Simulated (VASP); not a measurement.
Al3BP2: relaxation of cell and atoms with PBE

Al3BP2:

```xyz
6
Lattice="4.0491 0.0000 0.0000 -2.0245 3.5066 0.0000 0.0000 0.0000 6.3561" Properties=species:S:1:pos:R:3 pbc="T T T"
Al    2.0245    0.0000    0.0000
Al   -1.0123    1.7533    0.0000
Al    1.0123    1.7533    0.0000
B     0.0000    0.0000    3.1780
P     0.0000    2.3377    3.1780
P     2.0245    1.1689    3.1780
```

```
Program                : VASP 6.6.1
Task                   : relaxation of cell and atoms
Functional             : PBE
Potentials or basis    : VASP PAW PBE potentials, release 64 (Al, B_h, P)
Cutoff                 : 910 eV
k mesh                 : 6 × 6 × 4
Occupations            : gaussian, width 0.1 eV
Spin                   : no spin polarisation
Dipole correction      : no
Second run             : hard_potentials
Further INCAR settings : ALGO = Normal; EDIFF = 1e-07; IBRION = 2; EDIFFG = -0.04; NSW = 90; ISIF = 3
```

```json
{"Relaxed volume": "18.05 Å³/atom", "Relaxed cell": "a = 5.991 Å, b = 5.991 Å, c = 3.485 Å, α = 90.00°, β = 90.00°, γ = 120.00°", "Space group after relaxing (to 0.05 Å)": "P6/mmm (No. 191)", "Energy gained by relaxing": "1748.1 meV/atom", "Ionic steps": "16", "Pressure after relaxing": "0.2 GPa", "Band gap on the k mesh": "zero (band 11 reaches 6.96 eV, above the bottom of band 12 at 4.63 eV)"}
```

Stress tensor (GPa, compression positive):
```
0.07 0.00 0.00
0.00 0.07 0.00
0.00 0.00 0.35
```

The path:
| step | energy change (eV) | largest force (eV/Å) | pressure (GPa) | volume (Å³) |
| --- | --- | --- | --- | --- |
| 1 | 0.0000 | 0.0000 | 45.50 | 90.25 |
| 2 | -6.2385 | 0.0000 | -9.17 | 153.53 |
| 3 | -7.0554 | 0.0000 | -3.71 | 129.72 |
| 4 | -7.5650 | 0.0000 | -3.93 | 122.38 |
| 5 | -8.8972 | 0.0000 | 1.96 | 99.61 |
| 6 | 18.6837 | 0.0000 | 286.38 | 50.64 |
| 7 | -8.9770 | 0.0000 | 3.56 | 97.46 |
| 8 | -9.0267 | 0.0000 | 6.53 | 94.43 |
| 9 | -9.4486 | 0.0000 | 4.33 | 97.28 |
| 10 | -10.3848 | 0.0000 | 5.02 | 101.77 |
| 11 | -10.3630 | 0.0000 | 5.30 | 101.82 |
| 12 | -10.4009 | 0.0000 | -3.58 | 115.74 |
| 13 | -10.4785 | 0.0000 | -0.13 | 109.09 |
| 14 | -10.4785 | 0.0000 | -0.04 | 108.94 |
| 15 | -10.4858 | 0.0000 | 0.07 | 108.64 |
| 16 | -10.4888 | 0.0000 | 0.16 | 108.32 |

Final structure:
```
Al B P
1.0
     5.99078    0.00000    0.00000
    -2.99539    5.18817    0.00000
     0.00000    0.00000    3.48496
Al B P
3 1 2
Cartesian
  2.9954 0.0000 0.0000
  -1.4977 2.5941 0.0000
  1.4977 2.5941 0.0000
  0.0000 0.0000 1.7425
  0.0000 3.4588 1.7425
  2.9954 1.7294 1.7425
```

Levels at points of the mesh, in eV from the Fermi level:
| k point | band 9 | band 10 | band 11 | band 12 | band 13 | band 14 |
| --- | --- | --- | --- | --- | --- | --- |
| (0.00, 0.00, 0.00) | -1.63 | -0.27 | 0.84 | 0.84 | 2.46 | 2.52 |
| (0.50, 0.00, 0.00) | -2.21 | -0.69 | -0.18 | 0.88 | 1.14 | 1.21 |
| (0.00, 0.00, 0.50) | -2.48 | -2.39 | -2.39 | -1.13 | -0.68 | -0.68 |
| (0.50, 0.00, 0.50) | -2.90 | -2.36 | -1.14 | 0.32 | 0.66 | 0.89 |

Run time: 10 min on 1 thread of Intel(R) Xeon(R) 6975P-C (Granite Rapids), on a shared host, peak memory 0.37 GiB.

Caveat: the volume moved by over 15 % at a fixed basis, so the end points are rough.
